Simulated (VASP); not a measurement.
# P (Fddd) in VASP: notebook

P is run at these levels: PBE; tasks: single point, relaxation of cell and atoms.

Everything below comes from runs of VASP 6.6.1. Logs are shortened: lines on timing, memory, paths and dates and some standing lists are left out, and cuts for length are marked.

## (1) The cell of the first run

Symmetry: Fddd, No. 70, orthorhombic system. Conventional cell: a = 3.136 Å, b = 6.497 Å, c = 10.477 Å, α = 90.00°, β = 90.00°, γ = 90.00°. Within 2.8 Å of P (site symmetry 2) lie 4 P at 2.11 to 2.17 Å.

The cell was built from a structure type or drawn by symmetry, and may not be a known phase.

## (2) Single point, PBE

Contents of INCAR:

```
SYSTEM = P
PREC = Accurate ; ENCUT = 520
EDIFF = 1E-7 ; ISMEAR = 0
SIGMA = 0.1 ; LREAL = .FALSE.
LASPH = .TRUE. ; NELM = 60
ALGO = Normal ; ISIF = 2
LWAVE = .FALSE. ; LCHARG = .FALSE.
GGA = PE ; NBANDS = 18
```

Contents of KPOINTS:

```
Automatic mesh
0
G
  6 6 6
  0 0 0
```

Contents of POSCAR:

```
P
1.0
    0.0000000000      3.2482806500      5.2386355600
    1.5677673600      0.0000000000      5.2386355600
    1.5677673600      3.2482806500      0.0000000000
P
4
Direct
    0.8173305400      0.8173305400      0.1826694600
    0.0673305400      0.0673305400      0.4326694600
    0.1826694600      0.1826694600      0.8173305400
    0.4326694600      0.4326694600      0.0673305400
```

Potentials or basis: VASP PAW PBE potentials, release 64 (P).

Run with:

```
$ cat potpaw_PBE.64/P/POTCAR > POTCAR
$ mpirun -np 1 vasp_std > vasp.out
```

OUTCAR:

```text
SYSTEM = P
   PREC = Accurate
   ENCUT = 520
   EDIFF = 1E-7
   ISMEAR = 0
   LREAL = .FALSE.
   LASPH = .TRUE.
   NELM = 60
   ISIF = 2
   GGA = PE

 ion  position               nearest neighbor table
   1  0.817  0.817  0.183-   3 2.11   3 2.11   4 2.17   4 2.17
   2  0.067  0.067  0.433-   4 2.11   4 2.11   3 2.17   3 2.17
   3  0.183  0.183  0.817-   1 2.11   1 2.11   2 2.17   2 2.17
   4  0.433  0.433  0.067-   2 2.11   2 2.11   1 2.17   1 2.17

  LATTYP: Found a face centered orthorhombic cell.
 ALAT       =     3.1355347200
 B/A-ratio  =     2.0719149619
 C/A-ratio  =     3.3414623200

  Lattice vectors:

 A1 = (   0.0000000000,   3.2482806500,   5.2386355600)
 A2 = (   1.5677673600,   0.0000000000,   5.2386355600)
 A3 = (   1.5677673600,   3.2482806500,   0.0000000000)

Analysis of symmetry for initial positions (statically):
=====================================================================
 Subroutine PRICEL returns:
 Original cell was already a primitive cell.

 Routine SETGRP: Setting up the symmetry group for a
 face centered orthorhombic supercell.

 Subroutine GETGRP returns: Found  8 space group operations
 (whereof  4 operations were pure point group operations)
 out of a pool of  8 trial point group operations.

The static configuration has the point symmetry D_2 .
 The point group associated with its full space group is D_2h.

Analysis of symmetry for dynamics (positions and initial velocities):
=====================================================================
 Subroutine PRICEL returns:
 Original cell was already a primitive cell.

 Routine SETGRP: Setting up the symmetry group for a
 face centered orthorhombic supercell.

 Subroutine GETGRP returns: Found  8 space group operations
 (whereof  4 operations were pure point group operations)
 out of a pool of  8 trial point group operations.

The dynamic configuration has the point symmetry D_2 .
 The point group associated with its full space group is D_2h.

 Subroutine INISYM returns: Found  8 space group operations
 (whereof  4 operations are pure point group operations),
 and found     1 'primitive' translations

----------------------------------------------------------------------------------------

                                     Primitive cell

[... 92 lines left out ...]
   ENCUT  =  520.0 eV  38.22 Ry    6.18 a.u.  11.46 10.17  6.71*2*pi/ulx,y,z
   NELM   =     60;   NELMIN=  2; NELMDL= -5     # of ELM steps
   EDIFF  = 0.1E-06   stopping-criterion for ELM
   LREAL  =      F    real-space projection
   EDIFFG = 0.1E-05   stopping-criterion for IOM
   NSW    =      0    number of steps for IOM
   IBRION =     -1    ionic relax: 0-MD 1-quasi-New 2-CG
   NFREE  =      0    steps in history (QN), initial steepest desc. (CG)
   ISIF   =      2    stress and relaxation
   ISYM   =      2    0-nonsym 1-usesym 2-fastsym
   POTIM  = 0.5000    time-step for ionic-motion
   TEBEG  =    0.0;   TEEND  =   0.0 temperature during run
   PSTRESS=    0.0 pullay stress
   NELECT =      20.0000    total number of electrons
   NUPDOWN=      -1.0000    fix difference up-down
   EMIN   =  10.00;   EMAX   =-10.00  energy-range for DOS
   EFERMI =   0.00;   METHOD = LEGACY
   ISMEAR =     0;   SIGMA  =   0.10  broadening in eV -4-tet -1-fermi 0-gaus
   EFERMI_NEDOS =   21; number of points for ismear=-14 and -15
   IALGO  =     38    algorithm
   IMIX   =      4    mixing-type and parameters
     AMIX     =   0.40;   BMIX     =  1.00
     AMIX_MAG =   1.60;   BMIX_MAG =  1.00
  volume/ion in A,a.u.               =      13.34        90.02
  Fermi-wavevector in a.u.,A,eV,Ry     =   1.180385  2.230604 18.957119  1.393309
  Thomas-Fermi vector in A             =   2.316678
   LORBIT       =      0    0 simple, 1 ext, 2 COOP (PROOUT), +10 PAW based schemes
   GGA     = PE    functional components
   LHFCALC =     F    Hartree Fock is set to
   AEXX    =    0.0000 exact exchange contribution
   IVDW    =     0    specifies the selected vdW correction
   LEPSILON=     F    determine dielectric tensor
   LRPA    =     F    only Hartree local field effects (RPA)
 non-spin polarized calculation
 Gauss-broadening in eV      SIGMA  =   0.10
  energy-cutoff  :      520.00
  volume of cell :       53.36
 maximum number of plane-waves:      1448
 NGX is ok and might be reduce to    48
   NGX = 23   NGY = 21   NGZ = 13

 number of electron      20.0000000 magnetization

 Free energy of the ion-electron system (eV)
  ---------------------------------------------------
  ext. energy  EPLUGINS =         0.00000000
  ---------------------------------------------------
  free energy    TOTEN  =       -18.14716933 eV

  energy without entropy =      -18.12941348  energy(sigma->0) =      -18.13829140

 E-fermi :  11.2070     XC(G=0): -11.5787

 val. band max:       11.1904477447   @ k =   0.5000   0.3333  -0.0000
 cond. band min:      11.2177649946   @ k =  -0.3333   0.3333   0.1667
 fundamental gap:      0.0273172499
 Fermi energy:        11.2069964915

 k-point     1 :       0.0000    0.0000    0.0000
  band No.  band energies     occupation
      1      -7.1432      2.00000
      2      -2.6134      2.00000
      3      -2.2038      2.00000
      4       4.7418      2.00000
      5       7.5241      2.00000
      6       7.6334      2.00000
[... 481 lines left out ...]
      5       4.1674      2.00000
      6       6.5403      2.00000
[... 10 lines left out ...]
     17      16.4166      0.00000
     18      17.9163      0.00000

 [... further k-points ...]

------------------------ aborting loop because EDIFF is reached ----------------------------------------

  FORCE on cell =-STRESS in cart. coord.  units (eV):
  Direction    XX          YY          ZZ          XY          YZ          ZX
  --------------------------------------------------------------------------------------
  -------------------------------------------------------------------------------------
  Total       10.7753679      7.2033354     14.0325686      0.0000000      0.0000000      0.0000000
  in kB      323.5633658    216.3021697    421.3707736      0.0000000      0.0000000      0.0000000
  external PRESSURE =     320.4121030 kB  Pullay stress =       0.0000000 kB

 VOLUME and BASIS-vectors are now :
 -----------------------------------------------------------------------------
  energy-cutoff  :      520.00
  volume of cell :       53.36
      direct lattice vectors                 reciprocal lattice vectors
     0.000000000  3.248280650  5.238635560    -0.318924869  0.153927586  0.095444700
     1.567767360  0.000000000  5.238635560     0.318924869 -0.153927586  0.095444700
     1.567767360  3.248280650  0.000000000     0.318924869  0.153927586 -0.095444700

 POSITION                                       TOTAL-FORCE (eV/Angst)
 -----------------------------------------------------------------------------------
      1.56777      3.24828      8.56339        -0.000000     -0.000000      1.170700
      0.78388      1.62414      0.70544         0.000000      0.000000      1.170700
      1.56777      3.24828      1.91388        -0.000000     -0.000000     -1.170700
      0.78388      1.62414      4.53320         0.000000      0.000000     -1.170700
 -----------------------------------------------------------------------------------
    total drift:                               -0.000000     -0.000000     -0.000000

  FREE ENERGIE OF THE ION-ELECTRON SYSTEM (eV)
  ---------------------------------------------------
  free  energy   TOTEN  =       -18.1471693289 eV

  energy  without entropy=      -18.1294134768  energy(sigma->0) =      -18.13829140
```

It took 24 s on 1 thread of Intel Xeon 6975P-C (Granite Rapids), shared host; peak memory 0.22 GiB.

What came out:

```
Free energy            : -18.1472 eV
Pressure               : 32.0 GPa
Largest force          : 1.171 eV/Å
Band gap on the k mesh : zero (bands 10 and 11 overlap by 2.51 eV)
```

Forces on the atoms (eV/Å):
```
P    0.000  0.000  1.171
P    0.000  0.000  1.171
P    0.000  0.000 -1.171
P    0.000  0.000 -1.171
```

Levels at points of the mesh, in eV from the Fermi level:
| k point | band 8 | band 9 | band 10 | band 11 | band 12 | band 13 |
| --- | --- | --- | --- | --- | --- | --- |
| (0.00, 0.00, 0.00) | -2.94 | -1.69 | -0.43 | -0.15 | 1.37 | 1.71 |
| (0.50, 0.00, 0.00) | -5.06 | -2.99 | -2.07 | -0.41 | 1.25 | 2.87 |
| (0.50, 0.50, 0.00) | -3.21 | -0.33 | -0.33 | 1.34 | 1.34 | 3.08 |
| (0.50, 0.00, 0.50) | -4.23 | -0.88 | -0.88 | 3.03 | 3.03 | 5.03 |
| (0.00, 0.50, 0.50) | -4.50 | -1.65 | -1.65 | 1.25 | 1.25 | 1.82 |

Caveat: the k points lie up to 0.38 Å⁻¹ apart, too coarse for converged energies and pressures of a metal; forces of over 1 eV/Å act on the atoms, so gaps and moduli don't describe the material at rest.

## (3) Single point, PBE

This run uses another cell than the first one, of 22.24 Å³/atom.

Contents of INCAR:

```
SYSTEM = P
PREC     = Accurate       ! precision mode
ENCUT    = 520            ! plane-wave cutoff, eV
EDIFF    = 1E-6           ! SCF threshold, eV
ISMEAR   = 0              ! smearing method
SIGMA    = 0.1            ! smearing width, eV
LREAL    = .FALSE.        ! projectors in reciprocal space
LASPH    = .TRUE.         ! aspherical terms in the spheres
NELM     = 60             ! most SCF steps
ALGO     = Normal         ! electronic algorithm
ISIF     = 2              ! what is computed and relaxed
LWAVE    = .FALSE.        ! write WAVECAR
LCHARG   = .FALSE.        ! write CHGCAR
GGA      = PE             ! functional
NBANDS   = 18             ! bands
```

Contents of KPOINTS:

```
regular mesh
0
G
  6 6 6
  0 0 0
```

Contents of POSCAR:

```
P
1.0
    0.0000000000      3.8650586032      7.1802959818
    1.6029034262      0.0000000000      7.1802959818
    1.6029034262      3.8650586032      0.0000000000
P
4
Direct
    0.7986788215      0.7986788215      0.2013211785
    0.0486788215      0.0486788215      0.4513211785
    0.2013211785      0.2013211785      0.7986788215
    0.4513211785      0.4513211785      0.0486788215
```

Potentials or basis: VASP PAW PBE potentials, release 64 (P).

Run with:

```
$ cat potpaw_PBE.64/P/POTCAR > POTCAR
$ mpirun -np 1 vasp_std > vasp.out
```

OUTCAR:

```text
SYSTEM = P
   PREC = Accurate
   ENCUT = 520
   EDIFF = 1E-6
   ISMEAR = 0
   LREAL = .FALSE.
   LASPH = .TRUE.
   NELM = 60
   ISIF = 2
   GGA = PE

 ion  position               nearest neighbor table
   1  0.799  0.799  0.201-   3 2.13   3 2.13
   2  0.049  0.049  0.451-   4 2.13   4 2.13
   3  0.201  0.201  0.799-   1 2.13   1 2.13
   4  0.451  0.451  0.049-   2 2.13   2 2.13

  LATTYP: Found a face centered orthorhombic cell.
 ALAT       =     3.2058068524
 B/A-ratio  =     2.4112860076
 C/A-ratio  =     4.4795562006

  Lattice vectors:

 A1 = (   0.0000000000,   3.8650586032,   7.1802959818)
 A2 = (   1.6029034262,   0.0000000000,   7.1802959818)
 A3 = (   1.6029034262,   3.8650586032,   0.0000000000)

Analysis of symmetry for initial positions (statically):
=====================================================================
 Subroutine PRICEL returns:
 Original cell was already a primitive cell.

 Routine SETGRP: Setting up the symmetry group for a
 face centered orthorhombic supercell.

[... 171 lines left out ...]
  energy without entropy =      -20.13314474  energy(sigma->0) =      -20.13591889

 E-fermi :   4.3891     XC(G=0):  -9.1424

 val. band max:        4.3463353635   @ k =   0.5000   0.1667   0.1667
 cond. band min:       4.4369031416   @ k =   0.5000   0.1667   0.3333
 fundamental gap:      0.0905677781
 Fermi energy:         4.3890538953

 k-point     1 :       0.0000    0.0000    0.0000
  band No.  band energies     occupation
      1      -9.8982      2.00000
      2      -9.0808      2.00000
      3      -4.3857      2.00000
      4      -0.4557      2.00000
      5       1.1631      2.00000
      6       1.1935      2.00000
[... 481 lines left out ...]
      5       0.8098      2.00000
      6       1.5662      2.00000
[... 10 lines left out ...]
     17       9.6647      0.00000
     18       9.7531      0.00000

 [... further k-points ...]

------------------------ aborting loop because EDIFF is reached ----------------------------------------

  FORCE on cell =-STRESS in cart. coord.  units (eV):
  Direction    XX          YY          ZZ          XY          YZ          ZX
  --------------------------------------------------------------------------------------
  -------------------------------------------------------------------------------------
  Total       -0.1889410      0.1344232     -0.0418123      0.0000000      0.0000000      0.0000000
  in kB       -3.4025222      2.4207444     -0.7529728      0.0000000      0.0000000      0.0000000
  external PRESSURE =      -0.5782502 kB  Pullay stress =       0.0000000 kB

 VOLUME and BASIS-vectors are now :
 -----------------------------------------------------------------------------
  energy-cutoff  :      520.00
  volume of cell :       88.97
      direct lattice vectors                 reciprocal lattice vectors
     0.000000000  3.865058603  7.180295982    -0.311933952  0.129364145  0.069635012
     1.602903426  0.000000000  7.180295982     0.311933952 -0.129364145  0.069635012
     1.602903426  3.865058603  0.000000000     0.311933952  0.129364145 -0.069635012

 POSITION                                       TOTAL-FORCE (eV/Angst)
 -----------------------------------------------------------------------------------
      1.60290      3.86506     11.46950        -0.000000      0.000000     -0.070530
      0.80145      1.93253      0.69906         0.000000      0.000000     -0.070530
      1.60290      3.86506      2.89109        -0.000000      0.000000      0.070530
      0.80145      1.93253      6.48124         0.000000      0.000000      0.070530
 -----------------------------------------------------------------------------------
    total drift:                               -0.000000     -0.000000     -0.000000

  FREE ENERGIE OF THE ION-ELECTRON SYSTEM (eV)
  ---------------------------------------------------
  free  energy   TOTEN  =       -20.1386930300 eV

  energy  without entropy=      -20.1331447415  energy(sigma->0) =      -20.13591889
```

stdout:

```text
POSCAR found type information on POSCAR P
 POSCAR found :  1 types and       4 ions
 scaLAPACK will be used
 LDA part: xc-table for (Slater+PW92), standard interpolation
 POSCAR, INCAR and KPOINTS ok, starting setup
 FFT: planning ... GRIDC
 FFT: planning ... GRID_SOFT
 FFT: planning ... GRID
 WAVECAR not read
 entering main loop
```

Run time: 48 s. Hardware: 1 thread of Intel Xeon 6975P-C (Granite Rapids), shared host; peak memory 0.3 GiB.

What came out:

| Quantity | Value |
| --- | --- |
| Free energy | -20.1387 eV |
| Pressure | -0.1 GPa |
| Largest force | 0.071 eV/Å |
| Band gap on the k mesh | zero (bands 10 and 11 overlap by 1.42 eV) |

Forces in eV/Å, atoms in the order of the input:
```
P    0.000  0.000 -0.071
P    0.000  0.000 -0.071
P    0.000  0.000  0.071
P    0.000  0.000  0.071
```

Levels at points of the mesh, in eV from the Fermi level:
```csv
k point,band 6,band 7,band 8,band 9,band 10,band 11,band 12,band 13,band 14,band 15
"(0.00, 0.00, 0.00)",-3.20,-2.34,-2.30,-1.88,0.68,1.06,2.66,2.77,3.78,3.90
"(0.50, 0.00, 0.00)",-4.24,-3.50,-2.11,-1.48,-0.68,-0.45,-0.22,2.91,3.24,4.48
"(0.50, 0.50, 0.00)",-2.72,-2.32,-2.32,-0.35,-0.35,2.37,2.37,2.67,2.67,3.79
"(0.50, 0.00, 0.50)",-5.08,-2.48,-2.48,-0.33,-0.33,1.32,1.32,2.63,2.63,5.04
"(0.00, 0.50, 0.50)",-3.79,-2.57,-2.57,-2.44,-2.44,2.40,2.40,3.28,3.28,5.10
```

Caveat: the k points lie up to 0.36 Å⁻¹ apart, too coarse for converged energies and pressures of a metal.

[end of part 1 of 2]
